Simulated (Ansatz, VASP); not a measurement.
# One calculation of BaS, two programs

```
Ba S
1.0
     0.00000    3.21470    3.21470
     3.21470    0.00000    3.21470
     3.21470    3.21470    0.00000
Ba S
1 1
Direct
  0.00000 0.00000 0.00000
  0.50000 0.50000 0.50000
```

Alike in both runs: functional PBE; k mesh 8 × 8 × 8; occupations gaussian, width 0.02 eV; no spin polarisation.

Ansatz relaxed the structure, and its values are those at the end. VASP's run is a single point on that final structure, the one shown.

|  | VASP | Ansatz |
| --- | --- | --- |
| version | VASP 6.6.1 | Ansatz 0.2.0 |
| potentials or method | VASP PAW PBE potentials, release 64 (Ba_sv, S), cutoff 500 eV | scalar-relativistic, plane waves, PAW |
| valence electrons in the cell | 16 | 16 |

|  | VASP | Ansatz | Ansatz less VASP |
| --- | --- | --- | --- |
| gap on the k mesh at the Fermi level (eV) | 2.14 | 2.23 | +0.095 |
| least direct gap on the mesh (eV) | 2.29 | 2.35 | +0.064 |
| pressure (GPa) | 0.5 | 0.0 | -0.54 |

The functional is the same, so the differences come from potentials, cutoffs and numerics.

Neither program's run includes spin-orbit coupling.
